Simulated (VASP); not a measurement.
# RbBr (P4/mmm) in VASP: notebook, part 2 of 3

VASP 6.6.1. Earlier steps stand in the parts before.

## (3) Single point, PBE

This run uses another cell than the first one, of the same volume but with other edges.

Contents of INCAR:

```
PREC     = Accurate       # precision mode
ENCUT    = 520            # plane-wave cutoff, eV
EDIFF    = 1E-6           # SCF threshold, eV
ISMEAR   = 0              # smearing method
SIGMA    = 0.05           # smearing width, eV
LREAL    = False          # projectors in reciprocal space
LASPH    = True           # aspherical terms in the spheres
NELM     = 60             # most SCF steps
ALGO     = Normal         # electronic algorithm
ISIF     = 2              # what is computed and relaxed
LWAVE    = False          # write WAVECAR
LCHARG   = False          # write CHGCAR
GGA      = PE             # functional
NBANDS   = 15             # bands
```

Contents of KPOINTS:

```
regular mesh
0
Gamma
  6 6 6
```

Contents of POSCAR:

```
RbBr
1.0
    3.7805609364      0.0000000000      0.0000000000
    0.0000000000      3.7805609364      0.0000000000
    0.0000000000      0.0000000000      4.9147292174
Rb Br
1 1
Direct
    0.0000000000      0.0000000000      0.0000000000
    0.5000000000      0.5000000000      0.5000000000
```

Potentials or basis: VASP PAW PBE potentials, release 64 (Rb_sv, Br).

Command:

```console
cat potpaw_PBE.64/Rb_sv/POTCAR potpaw_PBE.64/Br/POTCAR > POTCAR
mpirun -np 1 vasp_std > vasp.out
```

OUTCAR:

```text
PREC = Accurate
   ENCUT = 520
   EDIFF = 1E-6
   ISMEAR = 0
   LREAL = False
   LASPH = True
   NELM = 60
   ISIF = 2
   GGA = PE

 ion  position               nearest neighbor table
   1  0.000  0.000  0.000-   2 3.63   2 3.63   2 3.63   2 3.63   2 3.63   2 3.63   2 3.63   2 3.63

   2  0.500  0.500  0.500-   1 3.63   1 3.63   1 3.63   1 3.63   1 3.63   1 3.63   1 3.63   1 3.63

  LATTYP: Found a simple tetragonal cell.
 ALAT       =     3.7805609364
 C/A-ratio  =     1.3000000000

  Lattice vectors:

 A1 = (   3.7805609364,   0.0000000000,   0.0000000000)
 A2 = (   0.0000000000,   3.7805609364,   0.0000000000)
 A3 = (   0.0000000000,   0.0000000000,   4.9147292174)

Analysis of symmetry for initial positions (statically):
=====================================================================
 Subroutine PRICEL returns:
 Original cell was already a primitive cell.

 Routine SETGRP: Setting up the symmetry group for a
 simple tetragonal supercell.

 Subroutine GETGRP returns: Found 16 space group operations
 (whereof 16 operations were pure point group operations)
 out of a pool of 16 trial point group operations.

The static configuration has the point symmetry D_4h.

Analysis of symmetry for dynamics (positions and initial velocities):
=====================================================================
 Subroutine PRICEL returns:
 Original cell was already a primitive cell.

 Routine SETGRP: Setting up the symmetry group for a
 simple tetragonal supercell.

 Subroutine GETGRP returns: Found 16 space group operations
 (whereof 16 operations were pure point group operations)
 out of a pool of 16 trial point group operations.

The dynamic configuration has the point symmetry D_4h.

 Subroutine INISYM returns: Found 16 space group operations
 (whereof 16 operations are pure point group operations),
 and found     1 'primitive' translations

----------------------------------------------------------------------------------------

                                     Primitive cell

  volume of cell :      70.2445

  direct lattice vectors                    reciprocal lattice vectors
     3.780560936  0.000000000  0.000000000     0.264511012  0.000000000  0.000000000
     0.000000000  3.780560936  0.000000000     0.000000000  0.264511012  0.000000000
     0.000000000  0.000000000  4.914729217     0.000000000  0.000000000  0.203470009

  length of vectors
     3.780560936  3.780560936  4.914729217     0.264511012  0.264511012  0.203470009

  position of ions in fractional coordinates (direct lattice)
     0.000000000  0.000000000  0.000000000
     0.500000000  0.500000000  0.500000000

  ion indices of the primitive-cell ions
   primitive index   ion index
                 1           1
                 2           2

----------------------------------------------------------------------------------------

 KPOINTS: regular mesh

Automatic generation of k-mesh.
 Grid dimensions read from file:
 generate k-points for:    6    6    6

 Generating k-lattice:

  Cartesian coordinates                     Fractional coordinates (reciprocal lattice)
     0.044085169  0.000000000  0.000000000     0.166666667  0.000000000  0.000000000
     0.000000000  0.044085169  0.000000000     0.000000000  0.166666667  0.000000000
     0.000000000  0.000000000  0.033911668     0.000000000  0.000000000  0.166666667

  Length of vectors
     0.044085169  0.044085169  0.033911668

  Shift w.r.t. Gamma in fractional coordinates (k-lattice)
     0.000000000  0.000000000  0.000000000

 Subroutine IBZKPT returns following result:
 ===========================================

 Found     40 irreducible k-points:

 Following reciprocal coordinates:
            Coordinates               Weight
  0.000000  0.000000  0.000000      1.000000
  0.166667  0.000000  0.000000      4.000000
  0.333333  0.000000  0.000000      4.000000
  0.500000  0.000000  0.000000      2.000000
  0.166667  0.166667  0.000000      4.000000
  0.333333  0.166667  0.000000      8.000000
[... 16 lines left out ...]
  0.333333  0.000000  0.333333      8.000000
  0.500000  0.000000  0.333333      4.000000
 [... further k-points ...]
   k-points           NKPTS =     40   k-points in BZ     NKDIM =     40   number of bands    NBANDS=     15
   number of dos      NEDOS =    301   number of ions     NIONS =      2
   total plane-waves  NPLWV =  31360
   dimension x,y,z NGX =    28 NGY =   28 NGZ =   40
   dimension x,y,z NGXF=    56 NGYF=   56 NGZF=   80
   ions per type =               1   1
   NGX,Y,Z   is equivalent  to a cutoff of  12.31, 12.31, 13.53 a.u.
   NGXF,Y,Z  is equivalent  to a cutoff of  24.63, 24.63, 27.06 a.u.
 SYSTEM =  unknown system
   PREC   = accura    normal or accurate (medium, high low for compatibility)
   ISTART =      0    job   : 0-new  1-cont  2-samecut
   ICHARG =      2    charge: 1-file 2-atom 10-const
   ISPIN  =      1    spin polarized calculation?
   LNONCOLLINEAR =      F non collinear calculations
   LSORBIT =      F    spin-orbit coupling
   LASPH  =      T    aspherical Exc in radial PAW
   ENCUT  =  520.0 eV  38.22 Ry    6.18 a.u.   7.03  7.03  9.14*2*pi/ulx,y,z
   NELM   =     60;   NELMIN=  2; NELMDL= -5     # of ELM steps
   EDIFF  = 0.1E-05   stopping-criterion for ELM
   LREAL  =      F    real-space projection
   EDIFFG = 0.1E-04   stopping-criterion for IOM
   NSW    =      0    number of steps for IOM
   IBRION =     -1    ionic relax: 0-MD 1-quasi-New 2-CG
   NFREE  =      0    steps in history (QN), initial steepest desc. (CG)
   ISIF   =      2    stress and relaxation
   ISYM   =      2    0-nonsym 1-usesym 2-fastsym
   POTIM  = 0.5000    time-step for ionic-motion
   TEBEG  =    0.0;   TEEND  =   0.0 temperature during run
   PSTRESS=    0.0 pullay stress
   NELECT =      16.0000    total number of electrons
   NUPDOWN=      -1.0000    fix difference up-down
   EMIN   =  10.00;   EMAX   =-10.00  energy-range for DOS
   EFERMI =   0.00;   METHOD = LEGACY
   ISMEAR =     0;   SIGMA  =   0.05  broadening in eV -4-tet -1-fermi 0-gaus
   EFERMI_NEDOS =   21; number of points for ismear=-14 and -15
   IALGO  =     38    algorithm
   IMIX   =      4    mixing-type and parameters
     AMIX     =   0.40;   BMIX     =  1.00
     AMIX_MAG =   1.60;   BMIX_MAG =  1.00
  volume/ion in A,a.u.               =      35.12       237.02
  Fermi-wavevector in a.u.,A,eV,Ry     =   0.999795  1.889338 13.600238  0.999589
  Thomas-Fermi vector in A             =   2.132108
   LORBIT       =      0    0 simple, 1 ext, 2 COOP (PROOUT), +10 PAW based schemes
   GGA     = PE    functional components
   LHFCALC =     F    Hartree Fock is set to
   AEXX    =    0.0000 exact exchange contribution
   IVDW    =     0    specifies the selected vdW correction
   LEPSILON=     F    determine dielectric tensor
   LRPA    =     F    only Hartree local field effects (RPA)
 non-spin polarized calculation
 Gauss-broadening in eV      SIGMA  =   0.05
  energy-cutoff  :      520.00
  volume of cell :       70.24
 maximum number of plane-waves:      1912
   NGX = 15   NGY = 15   NGZ = 19

 number of electron      15.9999998 magnetization

 Free energy of the ion-electron system (eV)
  ---------------------------------------------------
  ext. energy  EPLUGINS =         0.00000000
  ---------------------------------------------------
  free energy    TOTEN  =        -5.68354030 eV

  energy without entropy =       -5.68354030  energy(sigma->0) =       -5.68354030

 E-fermi :   0.4338     XC(G=0):  -7.9396

 val. band max:        0.1204591398   @ k =   0.5000   0.0000   0.5000
 cond. band min:       2.8313666574   @ k =   0.0000   0.0000   0.0000
 fundamental gap:      2.7109075176
 Fermi energy:         0.4337511065

 k-point     1 :       0.0000    0.0000    0.0000
  band No.  band energies     occupation
      1     -26.1081      2.00000
      2     -13.0822      2.00000
      3     -10.1058      2.00000
      4      -9.9643      2.00000
      5      -9.9643      2.00000
      6      -1.2863      2.00000
      7      -0.0839      2.00000
      8      -0.0839      2.00000
      9       2.8314      0.00000
     10       5.1603      0.00000
     11       5.2119      0.00000
     12       8.9227      0.00000
     13       8.9227      0.00000
     14      10.4981      0.00000
[... 401 lines left out ...]
      2     -12.8843      2.00000
      3     -10.5878      2.00000
      4     -10.0614      2.00000
      5      -9.8928      2.00000
      6      -1.9446      2.00000
      7      -1.3650      2.00000
      8       0.1016      2.00000
      9       4.6764      0.00000
     10       6.0298      0.00000
     11       7.9187      0.00000
     12       8.2735      0.00000
     13       8.4079      0.00000
     14       8.8832      0.00000
     15      10.4935      0.00000

 [... further k-points ...]
[... 5 lines left out ...]
  --------------------------------------------------------------------------------------
  -------------------------------------------------------------------------------------
  Total        1.6099885      1.6099885     -2.1482571      0.0000000      0.0000000      0.0000000
  in kB       36.7215733     36.7215733    -48.9987231      0.0000000      0.0000000      0.0000000
  external PRESSURE =       8.1481412 kB  Pullay stress =       0.0000000 kB

 VOLUME and BASIS-vectors are now :
 -----------------------------------------------------------------------------
  energy-cutoff  :      520.00
  volume of cell :       70.24
      direct lattice vectors                 reciprocal lattice vectors
     3.780560936  0.000000000  0.000000000     0.264511012  0.000000000  0.000000000
     0.000000000  3.780560936  0.000000000     0.000000000  0.264511012  0.000000000
     0.000000000  0.000000000  4.914729217     0.000000000  0.000000000  0.203470009

 POSITION                                       TOTAL-FORCE (eV/Angst)
 -----------------------------------------------------------------------------------
      0.00000      0.00000      0.00000         0.000000      0.000000      0.000000
      1.89028      1.89028      2.45736         0.000000      0.000000      0.000000
 -----------------------------------------------------------------------------------
    total drift:                               -0.000000      0.000000      0.000000

  FREE ENERGIE OF THE ION-ELECTRON SYSTEM (eV)
  ---------------------------------------------------
  free  energy   TOTEN  =        -5.6835403039 eV

  energy  without entropy=       -5.6835403039  energy(sigma->0) =       -5.68354030
```

It took 17 s on 1 thread of Intel Xeon Platinum 8488C (Sapphire Rapids), shared host; peak memory 0.2 GiB.

What came out:

| Quantity | Value |
| --- | --- |
| Free energy | -5.6835 eV |
| Pressure | 0.8 GPa |
| Band gap on the k mesh | 2.71 eV, indirect (least direct gap 2.92 eV) |

Levels at points of the mesh, in eV from the valence-band top:
| k point | band 6 | band 7 | band 8 | band 9 | band 10 | band 11 |
| --- | --- | --- | --- | --- | --- | --- |
| (0.00, 0.00, 0.00) | -1.41 | -0.20 | -0.20 | 2.71 | 5.04 | 5.09 |
| (0.50, 0.00, 0.00) | -2.38 | -1.49 | -0.07 | 5.55 | 6.10 | 7.96 |
| (0.50, 0.50, 0.00) | -1.70 | -1.70 | -1.03 | 4.13 | 5.11 | 5.89 |
| (0.00, 0.00, 0.50) | -2.37 | -0.30 | -0.30 | 5.17 | 5.55 | 6.43 |
| (0.50, 0.00, 0.50) | -1.95 | -1.48 | 0.00 | 4.26 | 5.78 | 7.61 |
| (0.50, 0.50, 0.50) | -1.95 | -1.95 | -1.68 | 6.39 | 7.07 | 7.78 |

 A k mesh can miss the band edges.

## (4) Single point, PBE

This run uses another cell than the first one, of the same volume but with other edges.

Contents of INCAR:

```
SYSTEM = RbBr
ALGO     = Normal         ! electronic algorithm
EDIFF    = 1E-7           ! SCF threshold, eV
ENCUT    = 520            ! plane-wave cutoff, eV
GGA      = PE             ! functional
ISIF     = 2              ! what is computed and relaxed
ISMEAR   = 0              ! smearing method
LASPH    = .True.         ! aspherical terms in the spheres
LCHARG   = .False.        ! write CHGCAR
LREAL    = .False.        ! projectors in reciprocal space
LWAVE    = .False.        ! write WAVECAR
NBANDS   = 15             ! bands
NELM     = 100            ! most SCF steps
PREC     = Accurate       ! precision mode
SIGMA    = 0.05           ! smearing width, eV
```

Contents of KPOINTS:

```
k-points
0
Gamma
  6 6 6
  0 0 0
```

Contents of POSCAR:

```
RbBr
1.0
    4.2423655185      0.0000000000      0.0000000000
    0.0000000000      4.2423655185      0.0000000000
    0.0000000000      0.0000000000      3.9029762770
Rb Br
1 1
Direct
    0.0000000000      0.0000000000      0.0000000000
    0.5000000000      0.5000000000      0.5000000000
```

Command:

```console
cat potpaw_PBE.64/Rb_sv/POTCAR potpaw_PBE.64/Br/POTCAR > POTCAR
mpirun -np 1 vasp_std > vasp.out
```

Wall time 16 s (1 thread of Intel Xeon Platinum 8488C (Sapphire Rapids), shared host); peak memory 0.2 GiB.

Results (log left out):

```yaml
Free_energy: -5.9649 eV
Pressure: 0.8 GPa
Band_gap_on_the_k_mesh: 3.74 eV, indirect (least direct gap 3.86 eV)
```

Stress tensor (GPa, compression positive):
```
-0.01  0.00  0.00
 0.00 -0.01  0.00
 0.00  0.00  2.56
```

Levels at points of the mesh, in eV from the valence-band top:
```tsv
k point	band 6	band 7	band 8	band 9	band 10	band 11
(0.00, 0.00, 0.00)	-0.57	-0.57	-0.12	3.74	5.12	5.49
(0.50, 0.00, 0.00)	-1.99	-0.70	-0.17	6.39	6.73	7.28
(0.50, 0.50, 0.00)	-1.33	-1.33	0.00	4.87	6.33	8.25
(0.00, 0.00, 0.50)	-2.04	-0.59	-0.59	6.73	6.89	7.62
(0.50, 0.00, 0.50)	-1.45	-1.24	-0.38	5.10	5.71	7.27
(0.50, 0.50, 0.50)	-1.71	-1.56	-1.56	7.83	7.83	8.19
```

 A k mesh can miss the band edges.

(Continued in part 3 of 3.)
